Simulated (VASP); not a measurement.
# CdInS2 (P-3m1) in VASP: notebook

Runs on CdInS2. Level: PBE. Tasks: single point.

All numbers are computed with VASP 6.6.1; they aren't measurements. Logs are shortened: lines on timing, memory, paths and dates and some standing lists are left out, and cuts for length are marked.

### Step 1. The cell of the first run

It takes space group P-3m1 (No. 164, trigonal). The conventional cell has a = 3.750 Å, b = 3.750 Å, c = 7.258 Å, α = 90.00°, β = 90.00°, γ = 120.00°. Within 3.8 Å of Cd (site symmetry -3m) lie 6 S at 2.85 Å and 2 In at 3.63 Å and 6 Cd at 3.75 Å. In (site symmetry -3m) has 6 S at 2.80 Å and 2 Cd at 3.63 Å and 6 In at 3.75 Å within 3.8 Å. S (site symmetry 3m) has 3 In at 2.80 Å and 3 Cd at 2.85 Å and 6 S at 3.75 Å within 3.8 Å.

### Step 2. Single point, PBE

Input file INCAR:

```
SYSTEM = CdInS2
PREC = Accurate ; ENCUT = 520
EDIFF = 1E-7 ; ISMEAR = 0
SIGMA = 0.15 ; LREAL = .FALSE.
LASPH = .TRUE. ; NELM = 60
ALGO = Normal ; ISIF = 2
LWAVE = .FALSE. ; LCHARG = .FALSE.
GGA = PE ; NBANDS = 26
```

Input file KPOINTS:

```
regular mesh
0
G
  12 12 6
  0 0 0
```

Input file POSCAR:

```
CdInS2
1.0
    3.7498442659      0.0000000000      0.0000000000
   -1.8749221329      3.2474603945      0.0000000000
    0.0000000000      0.0000000000      7.2578235766
Cd In S
1 1 2
Direct
    0.0000000000      0.0000000000      0.0000000000
    0.0000000000      0.0000000000      0.5000000000
    0.6666666667      0.3333333333      0.7456400186
    0.3333333333      0.6666666667      0.2543599814
```

Potentials or basis: VASP PAW PBE potentials, release 64 (Cd, In_d, S).

Started as:

```bash
$ cat potpaw_PBE.64/Cd/POTCAR potpaw_PBE.64/In_d/POTCAR potpaw_PBE.64/S/POTCAR > POTCAR
$ mpirun -np 1 vasp_std > vasp.out
```

OUTCAR:

```text
SYSTEM = CdInS2
   PREC = Accurate
   ENCUT = 520
   EDIFF = 1E-7
   ISMEAR = 0
   LREAL = .FALSE.
   LASPH = .TRUE.
   NELM = 60
   ISIF = 2
   GGA = PE

 ion  position               nearest neighbor table
   1  0.000  0.000  0.000-   3 2.85   4 2.85   4 2.85   3 2.85   3 2.85   4 2.85   2 3.63   2 3.63

   2  0.000  0.000  0.500-   3 2.80   4 2.80   4 2.80   3 2.80   3 2.80   4 2.80   1 3.63   1 3.63

   3  0.667  0.333  0.746-   2 2.80   2 2.80   2 2.80   1 2.85   1 2.85   1 2.85
   4  0.333  0.667  0.254-   2 2.80   2 2.80   2 2.80   1 2.85   1 2.85   1 2.85

  LATTYP: Found a hexagonal cell.
 ALAT       =     3.7498442659
 C/A-ratio  =     1.9355000000

  Lattice vectors:

 A1 = (   3.7498442659,   0.0000000000,   0.0000000000)
 A2 = (  -1.8749221329,   3.2474603945,   0.0000000000)
 A3 = (   0.0000000000,   0.0000000000,   7.2578235766)

Analysis of symmetry for initial positions (statically):
=====================================================================
 Subroutine PRICEL returns:
 Original cell was already a primitive cell.

 Routine SETGRP: Setting up the symmetry group for a
 hexagonal supercell.

 Subroutine GETGRP returns: Found 12 space group operations
 (whereof 12 operations were pure point group operations)
 out of a pool of 24 trial point group operations.

The static configuration has the point symmetry D_3d.

Analysis of symmetry for dynamics (positions and initial velocities):
=====================================================================
 Subroutine PRICEL returns:
 Original cell was already a primitive cell.

 Routine SETGRP: Setting up the symmetry group for a
 hexagonal supercell.

 Subroutine GETGRP returns: Found 12 space group operations
 (whereof 12 operations were pure point group operations)
 out of a pool of 24 trial point group operations.

The dynamic configuration has the point symmetry D_3d.

 Subroutine INISYM returns: Found 12 space group operations
 (whereof 12 operations are pure point group operations),
 and found     1 'primitive' translations

----------------------------------------------------------------------------------------

                                     Primitive cell

  volume of cell :      88.3819

  direct lattice vectors                    reciprocal lattice vectors
     3.749844266  0.000000000  0.000000000     0.266677742  0.153966466  0.000000000
    -1.874922133  3.247460395  0.000000000     0.000000000  0.307932932  0.000000000
     0.000000000  0.000000000  7.257823577     0.000000000  0.000000000  0.137782352

  length of vectors
     3.749844266  3.749844266  7.257823577     0.307932932  0.307932932  0.137782352

  position of ions in fractional coordinates (direct lattice)
     0.000000000  0.000000000  0.000000000
     0.000000000  0.000000000  0.500000000
     0.666666667  0.333333333  0.745640019
     0.333333333  0.666666667  0.254359981

  ion indices of the primitive-cell ions
   primitive index   ion index
                 1           1
                 2           2
                 3           3
                 4           4

----------------------------------------------------------------------------------------

 KPOINTS: regular mesh

Automatic generation of k-mesh.
 Grid dimensions read from file:
 generate k-points for:   12   12    6

 Generating k-lattice:

  Cartesian coordinates                     Fractional coordinates (reciprocal lattice)
     0.022223145  0.012830539  0.000000000     0.083333333 -0.000000000  0.000000000
     0.000000000  0.025661078  0.000000000     0.000000000  0.083333333  0.000000000
     0.000000000  0.000000000  0.022963725     0.000000000  0.000000000  0.166666667

  Length of vectors
     0.025661078  0.025661078  0.022963725

  Shift w.r.t. Gamma in fractional coordinates (k-lattice)
     0.000000000  0.000000000  0.000000000

 Subroutine IBZKPT returns following result:
 ===========================================

 Found    100 irreducible k-points:

 Following reciprocal coordinates:
            Coordinates               Weight
  0.000000  0.000000  0.000000      1.000000
  0.083333  0.000000  0.000000      6.000000
  0.166667  0.000000  0.000000      6.000000
  0.250000  0.000000  0.000000      6.000000
  0.333333  0.000000  0.000000      6.000000
  0.416667  0.000000  0.000000      6.000000
[... 16 lines left out ...]
  0.166667  0.000000  0.166667      6.000000
  0.000000  0.166667  0.166667      6.000000
 [... further k-points ...]
   k-points           NKPTS =    100   k-points in BZ     NKDIM =    100   number of bands    NBANDS=     26
   number of dos      NEDOS =    301   number of ions     NIONS =      4
   total plane-waves  NPLWV =  42336
   dimension x,y,z NGX =    28 NGY =   28 NGZ =   54
   dimension x,y,z NGXF=    56 NGYF=   56 NGZF=  108
   ions per type =               1   1   2
   NGX,Y,Z   is equivalent  to a cutoff of  12.41, 12.41, 12.37 a.u.
   NGXF,Y,Z  is equivalent  to a cutoff of  24.83, 24.83, 24.74 a.u.
 SYSTEM =  CdInS2
   PREC   = accura    normal or accurate (medium, high low for compatibility)
   ISTART =      0    job   : 0-new  1-cont  2-samecut
   ICHARG =      2    charge: 1-file 2-atom 10-const
   ISPIN  =      1    spin polarized calculation?
   LNONCOLLINEAR =      F non collinear calculations
   LSORBIT =      F    spin-orbit coupling
   LASPH  =      T    aspherical Exc in radial PAW
   ENCUT  =  520.0 eV  38.22 Ry    6.18 a.u.   6.97  6.97 13.49*2*pi/ulx,y,z
   NELM   =     60;   NELMIN=  2; NELMDL= -5     # of ELM steps
   EDIFF  = 0.1E-06   stopping-criterion for ELM
   LREAL  =      F    real-space projection
   EDIFFG = 0.1E-05   stopping-criterion for IOM
   NSW    =      0    number of steps for IOM
   IBRION =     -1    ionic relax: 0-MD 1-quasi-New 2-CG
   NFREE  =      0    steps in history (QN), initial steepest desc. (CG)
   ISIF   =      2    stress and relaxation
   ISYM   =      2    0-nonsym 1-usesym 2-fastsym
   POTIM  = 0.5000    time-step for ionic-motion
   TEBEG  =    0.0;   TEEND  =   0.0 temperature during run
   PSTRESS=    0.0 pullay stress
   NELECT =      37.0000    total number of electrons
   NUPDOWN=      -1.0000    fix difference up-down
   EMIN   =  10.00;   EMAX   =-10.00  energy-range for DOS
   EFERMI =   0.00;   METHOD = LEGACY
   ISMEAR =     0;   SIGMA  =   0.15  broadening in eV -4-tet -1-fermi 0-gaus
   EFERMI_NEDOS =   21; number of points for ismear=-14 and -15
   IALGO  =     38    algorithm
   IMIX   =      4    mixing-type and parameters
     AMIX     =   0.40;   BMIX     =  1.00
     AMIX_MAG =   1.60;   BMIX_MAG =  1.00
  volume/ion in A,a.u.               =      22.10       149.11
  Fermi-wavevector in a.u.,A,eV,Ry     =   1.224675  2.314300 20.406415  1.499829
  Thomas-Fermi vector in A             =   2.359741
   LORBIT       =      0    0 simple, 1 ext, 2 COOP (PROOUT), +10 PAW based schemes
   GGA     = PE    functional components
   LHFCALC =     F    Hartree Fock is set to
   AEXX    =    0.0000 exact exchange contribution
   IVDW    =     0    specifies the selected vdW correction
   LEPSILON=     F    determine dielectric tensor
   LRPA    =     F    only Hartree local field effects (RPA)
 non-spin polarized calculation
 Gauss-broadening in eV      SIGMA  =   0.15
  energy-cutoff  :      520.00
  volume of cell :       88.38
 maximum number of plane-waves:      2404
   NGX = 13   NGY = 13   NGZ = 27

 number of electron      36.9999999 magnetization

 Free energy of the ion-electron system (eV)
  ---------------------------------------------------
  ext. energy  EPLUGINS =         0.00000000
  ---------------------------------------------------
  free energy    TOTEN  =       -12.93172486 eV

  energy without entropy =      -12.91726099  energy(sigma->0) =      -12.92449292

 E-fermi :   5.1959     XC(G=0): -10.0903

 val. band max:        5.1959091607   @ k =   0.2500   0.1667   0.0000
 cond. band min:       5.2034458838   @ k =   0.3333   0.0833   0.5000
 fundamental gap:      0.0075367231
 Fermi energy:         5.1959298327

 k-point     1 :       0.0000    0.0000    0.0000
  band No.  band energies     occupation
      1      -9.5066      2.00000
      2      -9.5066      2.00000
      3      -9.4716      2.00000
      4      -9.3999      2.00000
      5      -9.3999      2.00000
      6      -8.6854      2.00000
[... 18 lines left out ...]
     25      12.7660      0.00000
     26      12.7660      0.00000

 k-point     2 :       0.0833    0.0000    0.0000
  band No.  band energies     occupation
      1      -9.5216      2.00000
      2      -9.4988      2.00000
      3      -9.4663      2.00000
      4      -9.4160      2.00000
      5      -9.4010      2.00000
      6      -8.6285      2.00000
[... 18 lines left out ...]
     25      12.1799      0.00000
     26      12.3946      0.00000

 k-point     3 :       0.1667    0.0000    0.0000
  band No.  band energies     occupation
      1      -9.5731      2.00000
      2      -9.4782      2.00000
      3      -9.4561      2.00000
      4      -9.4381      2.00000
      5      -9.4033      2.00000
      6      -8.4625      2.00000
[... 18 lines left out ...]
     25      11.7950      0.00000
     26      12.1649      0.00000

 k-point     4 :       0.2500    0.0000    0.0000
  band No.  band energies     occupation
      1      -9.6483      2.00000
      2      -9.4689      2.00000
      3      -9.4538      2.00000
      4      -9.4237      2.00000
      5      -9.4024      2.00000
      6      -8.2079      2.00000
[... 18 lines left out ...]
     25      11.3705      0.00000
     26      12.6456      0.00000
[... 496 lines left out ...]
      1      -9.5219      2.00000
      2      -9.4988      2.00000
      3      -9.4649      2.00000
      4      -9.4163      2.00000
      5      -9.4010      2.00000
      6      -8.5917      2.00000
[... 18 lines left out ...]
     25      11.8901      0.00000
     26      12.3693      0.00000

 k-point    23 :       0.1667    0.0000    0.1667
  band No.  band energies     occupation
      1      -9.5753      2.00000
      2      -9.4781      2.00000
      3      -9.4565      2.00000
      4      -9.4373      2.00000
      5      -9.4033      2.00000
      6      -8.4181      2.00000
[... 18 lines left out ...]
     25      11.6879      0.00000
     26      12.0375      0.00000

 k-point    24 :       0.0000    0.1667    0.1667
  band No.  band energies     occupation
      1      -9.5733      2.00000
      2      -9.4781      2.00000
      3      -9.4543      2.00000
      4      -9.4389      2.00000
      5      -9.4033      2.00000
      6      -8.4352      2.00000
[... 18 lines left out ...]
     25      11.4959      0.00000
     26      12.2872      0.00000

 [... further k-points ...]

------------------------ aborting loop because EDIFF is reached ----------------------------------------

  FORCE on cell =-STRESS in cart. coord.  units (eV):
  Direction    XX          YY          ZZ          XY          YZ          ZX
  --------------------------------------------------------------------------------------
  -------------------------------------------------------------------------------------
  Total        1.1119879      1.1119879     -3.5477555      0.0000000      0.0000000     -0.0000000
  in kB       20.1579867     20.1579867    -64.3132955      0.0000000      0.0000000     -0.0000000
  external PRESSURE =      -7.9991074 kB  Pullay stress =       0.0000000 kB

 VOLUME and BASIS-vectors are now :
 -----------------------------------------------------------------------------
  energy-cutoff  :      520.00
  volume of cell :       88.38
      direct lattice vectors                 reciprocal lattice vectors
     3.749844266  0.000000000  0.000000000     0.266677742  0.153966466  0.000000000
    -1.874922133  3.247460395  0.000000000     0.000000000  0.307932932  0.000000000
     0.000000000  0.000000000  7.257823577     0.000000000  0.000000000  0.137782352

 POSITION                                       TOTAL-FORCE (eV/Angst)
 -----------------------------------------------------------------------------------
      0.00000      0.00000      0.00000        -0.000000      0.000000      0.000000
      0.00000      0.00000      3.62891        -0.000000      0.000000      0.000000
      1.87492      1.08249      5.41172         0.000000     -0.000000      0.150226
     -0.00000      2.16497      1.84610        -0.000000      0.000000     -0.150226
 -----------------------------------------------------------------------------------
    total drift:                               -0.000000     -0.000000      0.000000

  FREE ENERGIE OF THE ION-ELECTRON SYSTEM (eV)
  ---------------------------------------------------
  free  energy   TOTEN  =       -12.9317248610 eV

  energy  without entropy=      -12.9172609884  energy(sigma->0) =      -12.92449292
```

Wall time 3 min (1 thread of Intel Xeon Platinum 8259CL at 2.50GHz (Skylake/Cascade Lake), shared host); peak memory 0.35 GiB.

Results:

```
Free energy            : -12.9317 eV
Pressure               : -0.8 GPa
Largest force          : 0.150 eV/Å
Band gap on the k mesh : zero (an odd number of electrons rules out a gap without spin polarisation)
```

Forces on the atoms (eV/Å):
```
Cd   0.000  0.000  0.000
In   0.000  0.000  0.000
S    0.000  0.000  0.150
S    0.000  0.000 -0.150
```

Levels at points of the mesh, in eV from the Fermi level:
| k point | band 16 | band 17 | band 18 | band 19 | band 20 | band 21 | band 22 | band 23 |
| --- | --- | --- | --- | --- | --- | --- | --- | --- |
| (0.00, 0.00, 0.00) | -1.65 | -1.65 | -1.25 | -1.25 | 2.57 | 4.06 | 5.47 | 5.47 |
| (0.50, 0.00, 0.00) | -3.49 | -2.85 | -1.57 | -0.11 | 1.82 | 2.00 | 3.57 | 4.14 |
| (0.00, 0.00, 0.50) | -1.47 | -1.42 | -1.42 | 0.72 | 1.20 | 4.42 | 4.93 | 5.50 |
| (0.50, 0.00, 0.50) | -3.12 | -2.36 | -2.21 | -0.84 | -0.04 | 4.02 | 4.08 | 4.87 |

Caveat: the stress differs along the axes, from -6 to 2 GPa; spin-orbit coupling is left out, which moves the levels of the heavy elements.

[end of part 1 of 2]

The gap in the log of VASP goes by the Fermi energy; the results here count the filled bands.